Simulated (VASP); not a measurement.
Runs of VASP 6.6.1 on Al. The structure is that of space group P6_3/mmc (No. 194), or close to it. The cells are those of the table. 

```csv
task,cell,k mesh for the DOS,occupations for the DOS,gap on the mesh (eV),pressure (GPa)
single point,"a = 3.585, b = 3.585, c = 4.688 Å, angles 90.0, 90.0, 120.0°, 4 atoms",-,-,none,63.0
single point,"a = 4.193, b = 4.193, c = 5.272 Å, angles 90.0, 90.0, 120.0°, 4 atoms",-,-,none,(b)
single point,"a = 2.251, b = 2.251, c = 7.315 Å, angles 90.0, 90.0, 120.0°, 4 atoms",-,-,none,(a)
single point,"a = 2.342, b = 2.342, c = 7.606 Å, angles 90.0, 90.0, 120.0°, 4 atoms",-,-,none,167.8
single point,"a = 3.776, b = 3.776, c = 4.876 Å, angles 90.0, 90.0, 120.0°, 4 atoms",-,-,none,31.9
```

Alike in all rows: level PBE; potentials or basis VASP PAW PBE potentials, release 64 (Al); no spin polarisation; k mesh 10 × 10 × 7; cutoff (eV) 520; smearing fermi-dirac 0.05 eV.

Q: Estimate the missing entries.

A: (a) 252.5; (b) 0.0.

A gap of «none» marks levels without a gap at the run's occupations.
